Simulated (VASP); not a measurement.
# K2Au (P-3m1) in VASP: further runs

The runs below take K2Au through single point, with PBE.

All numbers are computed with VASP 6.6.1; they aren't measurements. Logs are shortened: lines on timing, memory, paths and dates and some standing lists are left out, and cuts for length are marked.

## Step 1: The cell of the first run

It takes space group P-3m1 (No. 164, trigonal). Conventional cell: a = 4.504 Å, b = 4.504 Å, c = 8.587 Å, α = 90.00°, β = 90.00°, γ = 120.00°. K (site symmetry 3m) has 3 Au at 3.33 Å and 6 K at 4.50 Å within 4.6 Å. Au (site symmetry -3m) has 6 K at 3.33 Å and 6 Au at 4.50 Å within 4.6 Å.

The cell was built from a structure type or drawn by symmetry, and may not be a known phase.

## Step 2: Single point, PBE

Input file INCAR:

```
  PREC = Accurate
  ENCUT = 520
  EDIFF = 1E-6
  ISMEAR = 0
  SIGMA = 0.1
  LREAL = False
  LASPH = True
  NELM = 80
  ALGO = Normal
  ISIF = 2
  LWAVE = False
  LCHARG = False
  GGA = PE
  NBANDS = 22
```

Input file KPOINTS:

```
regular mesh
0
Gamma
  6 6 2
```

Input file POSCAR:

```
K2Au
1.0
    4.5039798848     -0.0000000030      0.0000000000
   -2.2519899398      3.9005609998      0.0000000000
    0.0000000000      0.0000000000      8.5865934623
K Au
2 1
Direct
    0.3333333333      0.6666666667      0.2426119034
    0.6666666667      0.3333333333      0.7573880966
    0.0000000000      0.0000000000      0.0000000000
```

Potentials or basis: VASP PAW PBE potentials, release 64 (K_sv, Au).

Run with:

```sh
cat potpaw_PBE.64/K_sv/POTCAR potpaw_PBE.64/Au/POTCAR > POTCAR
mpirun -np 1 vasp_std > vasp.out
```

OUTCAR:

```text
PREC = Accurate
   ENCUT = 520
   EDIFF = 1E-6
   ISMEAR = 0
   LREAL = False
   LASPH = True
   NELM = 80
   ISIF = 2
   GGA = PE

 ion  position               nearest neighbor table
   1  0.333  0.667  0.243-   3 3.33   3 3.33   3 3.33
   2  0.667  0.333  0.757-   3 3.33   3 3.33   3 3.33
   3  0.000  0.000  0.000-   1 3.33   2 3.33   1 3.33   2 3.33   2 3.33   1 3.33

  LATTYP: Found a hexagonal cell.
 ALAT       =     4.5039798848
 C/A-ratio  =     1.9064457839

  Lattice vectors:

 A1 = (   4.5039798848,  -0.0000000030,   0.0000000000)
 A2 = (  -2.2519899398,   3.9005609998,   0.0000000000)
 A3 = (   0.0000000000,   0.0000000000,   8.5865934623)

Analysis of symmetry for initial positions (statically):
=====================================================================
 Subroutine PRICEL returns:
 Original cell was already a primitive cell.

 Routine SETGRP: Setting up the symmetry group for a
 hexagonal supercell.

 Subroutine GETGRP returns: Found 12 space group operations
 (whereof 12 operations were pure point group operations)
 out of a pool of 24 trial point group operations.

The static configuration has the point symmetry D_3d.

Analysis of symmetry for dynamics (positions and initial velocities):
=====================================================================
 Subroutine PRICEL returns:
 Original cell was already a primitive cell.

 Routine SETGRP: Setting up the symmetry group for a
 hexagonal supercell.

 Subroutine GETGRP returns: Found 12 space group operations
 (whereof 12 operations were pure point group operations)
 out of a pool of 24 trial point group operations.

The dynamic configuration has the point symmetry D_3d.

 Subroutine INISYM returns: Found 12 space group operations
 (whereof 12 operations are pure point group operations),
 and found     1 'primitive' translations

----------------------------------------------------------------------------------------

                                     Primitive cell

  volume of cell :     150.8497

  direct lattice vectors                    reciprocal lattice vectors
     4.503979885 -0.000000003  0.000000000     0.222025858  0.128186689  0.000000000
    -2.251989940  3.900561000  0.000000000     0.000000000  0.256373378  0.000000000
     0.000000000  0.000000000  8.586593462     0.000000000  0.000000000  0.116460620

  length of vectors
     4.503979885  4.503979885  8.586593462     0.256373378  0.256373378  0.116460620

  position of ions in fractional coordinates (direct lattice)
     0.333333333  0.666666667  0.242611903
     0.666666667  0.333333333  0.757388097
     0.000000000  0.000000000  0.000000000

  ion indices of the primitive-cell ions
   primitive index   ion index
                 1           1
                 2           2
                 3           3

----------------------------------------------------------------------------------------

 KPOINTS: regular mesh

Automatic generation of k-mesh.
 Grid dimensions read from file:
 generate k-points for:    6    6    2

 Generating k-lattice:

  Cartesian coordinates                     Fractional coordinates (reciprocal lattice)
     0.037004310  0.021364448  0.000000000     0.166666667  0.000000000  0.000000000
     0.000000000  0.042728896  0.000000000     0.000000000  0.166666667  0.000000000
     0.000000000  0.000000000  0.058230310     0.000000000  0.000000000  0.500000000

  Length of vectors
     0.042728896  0.042728896  0.058230310

  Shift w.r.t. Gamma in fractional coordinates (k-lattice)
     0.000000000  0.000000000  0.000000000

 Subroutine IBZKPT returns following result:
 ===========================================

 Found     14 irreducible k-points:

 Following reciprocal coordinates:
            Coordinates               Weight
  0.000000  0.000000  0.000000      1.000000
  0.166667 -0.000000  0.000000      6.000000
  0.333333 -0.000000  0.000000      6.000000
  0.500000  0.000000  0.000000      3.000000
  0.166667  0.166667  0.000000      6.000000
  0.333333  0.166667  0.000000     12.000000
  0.333333  0.333333  0.000000      2.000000
  0.000000  0.000000  0.500000      1.000000
  0.166667 -0.000000  0.500000      6.000000
  0.333333 -0.000000  0.500000      6.000000
  0.500000  0.000000  0.500000      3.000000
  0.166667  0.166667  0.500000      6.000000
  0.333333  0.166667  0.500000     12.000000
  0.333333  0.333333  0.500000      2.000000
   k-points           NKPTS =     14   k-points in BZ     NKDIM =     14   number of bands    NBANDS=     22
   number of dos      NEDOS =    301   number of ions     NIONS =      3
   total plane-waves  NPLWV =  82944
   dimension x,y,z NGX =    36 NGY =   36 NGZ =   64
   dimension x,y,z NGXF=    72 NGYF=   72 NGZF=  128
   ions per type =               2   1
   NGX,Y,Z   is equivalent  to a cutoff of  13.29, 13.29, 12.39 a.u.
   NGXF,Y,Z  is equivalent  to a cutoff of  26.58, 26.58, 24.78 a.u.
 SYSTEM =  unknown system
   PREC   = accura    normal or accurate (medium, high low for compatibility)
   ISTART =      0    job   : 0-new  1-cont  2-samecut
   ICHARG =      2    charge: 1-file 2-atom 10-const
   ISPIN  =      1    spin polarized calculation?
   LNONCOLLINEAR =      F non collinear calculations
   LSORBIT =      F    spin-orbit coupling
   LASPH  =      T    aspherical Exc in radial PAW
   ENCUT  =  520.0 eV  38.22 Ry    6.18 a.u.   8.37  8.37 15.97*2*pi/ulx,y,z
   NELM   =     80;   NELMIN=  2; NELMDL= -5     # of ELM steps
   EDIFF  = 0.1E-05   stopping-criterion for ELM
   LREAL  =      F    real-space projection
   EDIFFG = 0.1E-04   stopping-criterion for IOM
   NSW    =      0    number of steps for IOM
   IBRION =     -1    ionic relax: 0-MD 1-quasi-New 2-CG
   NFREE  =      0    steps in history (QN), initial steepest desc. (CG)
   ISIF   =      2    stress and relaxation
   ISYM   =      2    0-nonsym 1-usesym 2-fastsym
   POTIM  = 0.5000    time-step for ionic-motion
   TEBEG  =    0.0;   TEEND  =   0.0 temperature during run
   PSTRESS=    0.0 pullay stress
   NELECT =      29.0000    total number of electrons
   NUPDOWN=      -1.0000    fix difference up-down
   EMIN   =  10.00;   EMAX   =-10.00  energy-range for DOS
   EFERMI =   0.00;   METHOD = LEGACY
   ISMEAR =     0;   SIGMA  =   0.10  broadening in eV -4-tet -1-fermi 0-gaus
   EFERMI_NEDOS =   21; number of points for ismear=-14 and -15
   IALGO  =     38    algorithm
   IMIX   =      4    mixing-type and parameters
     AMIX     =   0.40;   BMIX     =  1.00
     AMIX_MAG =   1.60;   BMIX_MAG =  1.00
  volume/ion in A,a.u.               =      50.28       339.33
  Fermi-wavevector in a.u.,A,eV,Ry     =   0.944842  1.785493 12.146289  0.892727
  Thomas-Fermi vector in A             =   2.072686
   LORBIT       =      0    0 simple, 1 ext, 2 COOP (PROOUT), +10 PAW based schemes
   GGA     = PE    functional components
   LHFCALC =     F    Hartree Fock is set to
   AEXX    =    0.0000 exact exchange contribution
   IVDW    =     0    specifies the selected vdW correction
   LEPSILON=     F    determine dielectric tensor
   LRPA    =     F    only Hartree local field effects (RPA)
 non-spin polarized calculation
 Gauss-broadening in eV      SIGMA  =   0.10
  energy-cutoff  :      520.00
  volume of cell :      150.85
 maximum number of plane-waves:      4112
 NGX is ok and might be reduce to    36
   NGX = 17   NGY = 17   NGZ = 31

 number of electron      29.0000004 magnetization

 Free energy of the ion-electron system (eV)
  ---------------------------------------------------
  ext. energy  EPLUGINS =         0.00000000
  ---------------------------------------------------
  free energy    TOTEN  =        -5.79288900 eV

  energy without entropy =       -5.77992118  energy(sigma->0) =       -5.78640509

 E-fermi :   0.8736     XC(G=0):  -6.5895

 val. band max:        0.8723367334   @ k =   0.1667   0.1667   0.0000
 cond. band min:       0.9912886226   @ k =   0.3333  -0.0000   0.0000
 fundamental gap:      0.1189518892
 Fermi energy:         0.8735868581

 k-point     1 :       0.0000    0.0000    0.0000
  band No.  band energies     occupation
      1     -30.7880      2.00000
      2     -30.7862      2.00000
      3     -14.3039      2.00000
      4     -14.2604      2.00000
      5     -14.2604      2.00000
      6     -14.2534      2.00000
[... 14 lines left out ...]
     21       6.0332      0.00000
     22       6.3346      0.00000

 k-point     2 :       0.1667   -0.0000    0.0000
  band No.  band energies     occupation
      1     -30.7867      2.00000
      2     -30.7851      2.00000
      3     -14.2977      2.00000
      4     -14.2801      2.00000
      5     -14.2757      2.00000
      6     -14.2650      2.00000
[... 14 lines left out ...]
     21       5.5377      0.00000
     22       6.1082      0.00000

 k-point     3 :       0.3333   -0.0000    0.0000
  band No.  band energies     occupation
      1     -30.7839      2.00000
      2     -30.7830      2.00000
      3     -14.3255      2.00000
      4     -14.3174      2.00000
      5     -14.2795      2.00000
      6     -14.2741      2.00000
[... 14 lines left out ...]
     21       5.5250      0.00000
     22       6.0277      0.00000

 k-point     4 :       0.5000    0.0000    0.0000
  band No.  band energies     occupation
      1     -30.7825      2.00000
      2     -30.7821      2.00000
      3     -14.3481      2.00000
      4     -14.3363      2.00000
      5     -14.2785      2.00000
      6     -14.2753      2.00000
[... 14 lines left out ...]
     21       5.6203      0.00000
     22       6.1756      0.00000

 k-point     5 :       0.1667    0.1667    0.0000
  band No.  band energies     occupation
      1     -30.7846      2.00000
      2     -30.7835      2.00000
      3     -14.3095      2.00000
      4     -14.3050      2.00000
      5     -14.2834      2.00000
      6     -14.2760      2.00000
[... 167 lines left out ...]
 k-point    12 :       0.1667    0.1667    0.5000
  band No.  band energies     occupation
      1     -30.7843      2.00000
      2     -30.7839      2.00000
      3     -14.3114      2.00000
      4     -14.3063      2.00000
      5     -14.2750      2.00000
      6     -14.2722      2.00000
[... 14 lines left out ...]
     21       5.0732      0.00000
     22       5.9636      0.00000

 k-point    13 :       0.3333    0.1667    0.5000
  band No.  band energies     occupation
      1     -30.7824      2.00000
      2     -30.7822      2.00000
      3     -14.3359      2.00000
      4     -14.3289      2.00000
      5     -14.2889      2.00000
      6     -14.2874      2.00000
[... 14 lines left out ...]
     21       4.7874      0.00000
     22       5.7532      0.00000

 k-point    14 :       0.3333    0.3333    0.5000
  band No.  band energies     occupation
      1     -30.7817      2.00000
      2     -30.7817      2.00000
      3     -14.3226      2.00000
      4     -14.3156      2.00000
      5     -14.3156      2.00000
      6     -14.3132      2.00000
[... 14 lines left out ...]
     21       4.9688      0.00000
     22       6.2136      0.00000

------------------------ aborting loop because EDIFF is reached ----------------------------------------

  FORCE on cell =-STRESS in cart. coord.  units (eV):
  Direction    XX          YY          ZZ          XY          YZ          ZX
  --------------------------------------------------------------------------------------
  -------------------------------------------------------------------------------------
  Total        0.3280145      0.3280145     -0.1357127      0.0000000      0.0000000      0.0000000
  in kB        3.4838477      3.4838477     -1.4414076      0.0000000      0.0000000      0.0000000
  external PRESSURE =       1.8420960 kB  Pullay stress =       0.0000000 kB

 VOLUME and BASIS-vectors are now :
 -----------------------------------------------------------------------------
  energy-cutoff  :      520.00
  volume of cell :      150.85
      direct lattice vectors                 reciprocal lattice vectors
     4.503979885 -0.000000003  0.000000000     0.222025858  0.128186689  0.000000000
    -2.251989940  3.900561000  0.000000000     0.000000000  0.256373378  0.000000000
     0.000000000  0.000000000  8.586593462     0.000000000  0.000000000  0.116460620

 POSITION                                       TOTAL-FORCE (eV/Angst)
 -----------------------------------------------------------------------------------
      0.00000      2.60037      2.08321        -0.000000      0.000000     -0.010414
      2.25199      1.30019      6.50338        -0.000000     -0.000000      0.010414
      0.00000      0.00000      0.00000         0.000000      0.000000      0.000000
 -----------------------------------------------------------------------------------
    total drift:                               -0.000000      0.000000      0.000000

  FREE ENERGIE OF THE ION-ELECTRON SYSTEM (eV)
  ---------------------------------------------------
  free  energy   TOTEN  =        -5.7928890020 eV

  energy  without entropy=       -5.7799211763  energy(sigma->0) =       -5.78640509
```

It took 44 s on 1 thread of Intel Xeon Platinum 8488C (Sapphire Rapids), shared host; peak memory 0.28 GiB.

What came out:

| Item | Value |
| --- | --- |
| Free energy | -5.7929 eV |
| Pressure | 0.2 GPa |
| Largest force | 0.010 eV/Å |
| Band gap on the k mesh | zero (an odd number of electrons rules out a gap without spin polarisation) |

Forces on the atoms (eV/Å):
```
K    0.000  0.000 -0.010
K    0.000  0.000  0.010
Au   0.000  0.000  0.000
```

Stress tensor (GPa, compression positive):
```
 0.35  0.00  0.00
 0.00  0.35  0.00
 0.00  0.00 -0.14
```

Levels at points of the mesh, in eV from the Fermi level:
| k point | band 12 | band 13 | band 14 | band 15 | band 16 | band 17 | band 18 | band 19 |
| --- | --- | --- | --- | --- | --- | --- | --- | --- |
| (0.00, 0.00, 0.00) | -3.64 | -3.59 | -3.59 | -0.55 | -0.38 | 3.92 | 3.92 | 4.02 |
| (0.50, 0.00, 0.00) | -3.61 | -3.40 | -2.54 | -0.04 | 1.31 | 1.59 | 1.89 | 2.71 |
| (0.00, 0.00, 0.50) | -3.64 | -3.59 | -3.59 | -1.49 | 1.60 | 2.10 | 3.90 | 3.90 |
| (0.50, 0.00, 0.50) | -3.60 | -3.40 | -2.54 | 0.13 | 0.86 | 1.25 | 2.40 | 3.49 |

Caveat: the k points lie up to 0.37 Å⁻¹ apart, too coarse for converged energies and pressures of a metal; spin-orbit coupling is left out, which moves the levels of the heavy elements.

## Step 3: Single point, PBE

This run uses another cell than the first one, of 51.37 Å³/atom.

Input file INCAR:

```
SYSTEM = K2Au
PREC = Accurate ; ENCUT = 520
EDIFF = 1E-7 ; ISMEAR = 0
SIGMA = 0.1 ; LREAL = .False.
LASPH = .True. ; NELM = 100
ALGO = Fast ; ISIF = 2
LWAVE = .False. ; LCHARG = .False.
GGA = PE ; NBANDS = 22
```

Input file KPOINTS:

```
Automatic mesh
0
Gamma
  6 6 2
  0 0 0
```

Input file POSCAR:

```
K2Au
1.0
    4.3386910900      0.0000000000      0.0000000000
   -2.1693455400      3.7574167000      0.0000000000
    0.0000000000      0.0000000000      9.4535437800
K Au
2 1
Direct
    0.3333333300      0.6666666700      0.2942367900
    0.6666666700      0.3333333300      0.7057632100
    0.0000000000      0.0000000000      0.0000000000
```

Potentials or basis: VASP PAW PBE potentials, release 64 (K_sv, Au).

Run with:

```sh
cat potpaw_PBE.64/K_sv/POTCAR potpaw_PBE.64/Au/POTCAR > POTCAR
mpirun -np 1 vasp_std > vasp.out
```

Run time: 67 s. Hardware: 1 thread of Intel Xeon Platinum 8488C (Sapphire Rapids), shared host; peak memory 0.26 GiB.

The run converged. Its results:

```yaml
Free_energy: -5.2843 eV
Pressure: -0.9 GPa
Largest_force: 0.700 eV/Å
Band_gap_on_the_k_mesh: zero (an odd number of electrons rules out a gap without spin polarisation)
```

Forces on the atoms (eV/Å):
```
K    0.000  0.000 -0.700
K    0.000  0.000  0.700
Au   0.000  0.000  0.000
```

Stress tensor (GPa, compression positive):
```
 0.26  0.00  0.00
 0.00  0.26  0.00
 0.00  0.00 -3.36
```

Levels at points of the mesh, in eV from the Fermi level:
```
           k point  band 10  band 11  band 12  band 13  band 14  band 15  band 16  band 17  band 18  band 19
(0.00, 0.00, 0.00)    -2.37    -2.10    -2.10    -2.03    -2.03    -0.93    -0.18     3.58     3.86     4.79
(0.50, 0.00, 0.00)    -2.31    -2.24    -2.14    -1.76    -0.83     0.75     1.10     1.91     2.28     2.63
(0.00, 0.00, 0.50)    -2.35    -2.10    -2.10    -2.03    -2.03    -1.62     1.35     1.71     4.80     4.88
(0.50, 0.00, 0.50)    -2.32    -2.24    -2.14    -1.76    -0.83     0.85     1.15     1.39     2.44     3.52
```

Caveat: spin-orbit coupling is left out, which moves the levels of the heavy elements.

## Step 4: Single point, PBE

This run uses another cell than the first one, of 52.11 Å³/atom.

Input file INCAR:

```
ALGO = Fast ; EDIFF = 1E-6
ENCUT = 520 ; GGA = PE
ISIF = 2 ; ISMEAR = 0
LASPH = T ; LCHARG = F
LREAL = F ; LWAVE = F
NBANDS = 22 ; NELM = 60
PREC = Accurate ; SIGMA = 0.1
```

Input file KPOINTS:

```
k-points
0
Gamma
  12 12 6
```

Input file POSCAR:

```
K2Au
1.0
    4.7330001020      0.0000000000      0.0000000000
   -2.3665000510      4.0988983244      0.0000000000
    0.0000000000      0.0000000000      8.0583785097
K Au
2 1
Direct
    0.3333333333      0.6666666667      0.2406993061
    0.6666666667      0.3333333333      0.7593006939
    0.0000000000      0.0000000000      0.0000000000
```

Run with:

```sh
cat potpaw_PBE.64/K_sv/POTCAR potpaw_PBE.64/Au/POTCAR > POTCAR
mpirun -np 1 vasp_std > vasp.out
```

Run time: 6.7 min. Hardware: 1 thread of Intel Xeon Platinum 8488C (Sapphire Rapids), shared host; peak memory 0.49 GiB.

The run converged. Its results:

```
Free energy            : -5.8375 eV
Pressure               : 0.0 GPa
Largest force          : 0.004 eV/Å
Band gap on the k mesh : zero (an odd number of electrons rules out a gap without spin polarisation)
```

Forces in eV/Å, atoms in the order of the input:
```
K    0.000  0.000 -0.004
K    0.000  0.000  0.004
Au   0.000  0.000  0.000
```

Levels at points of the mesh, in eV from the Fermi level:
```
           k point  band 11  band 12  band 13  band 14  band 15  band 16  band 17  band 18  band 19  band 20
(0.00, 0.00, 0.00)    -3.73    -3.71    -3.66    -3.66    -0.30    -0.12     3.45     3.45     4.57     5.05
(0.50, 0.00, 0.00)    -3.67    -3.62    -3.54    -2.78    -0.16     1.33     1.68     1.93     2.72     3.01
(0.00, 0.00, 0.50)    -3.73    -3.68    -3.66    -3.66    -1.37     2.00     2.67     3.42     3.42     4.75
(0.50, 0.00, 0.50)    -3.67    -3.62    -3.54    -2.78     0.08     0.73     1.16     2.61     3.03     3.72
```

Caveat: spin-orbit coupling is left out, which moves the levels of the heavy elements.

## Step 5: The runs side by side

```tsv
cell	k mesh	gap on the mesh (eV)	pressure (GPa)	largest force (eV/Å)
a = 4.504, b = 4.504, c = 8.587 Å, angles 90.0, 90.0, 120.0°, 3 atoms, atomic positions A	6 × 6 × 2	none	0.2	0.01
a = 4.339, b = 4.339, c = 9.454 Å, angles 90.0, 90.0, 120.0°, 3 atoms, atomic positions B	6 × 6 × 2	none	-0.9	0.70
a = 4.733, b = 4.733, c = 8.058 Å, angles 90.0, 90.0, 120.0°, 3 atoms, atomic positions C	12 × 12 × 6	none	0.0	-
```

Alike in all rows: task single point; level PBE; potentials or basis VASP PAW PBE potentials, release 64 (K_sv, Au); no spin polarisation; cutoff (eV) 520; smearing gaussian 0.1 eV.

Caveats: some runs use coarse meshes; spin-orbit coupling is left out, which moves the levels of the heavy elements.

Total energies depend on the potentials used, so only differences within one code and one set of settings carry meaning.
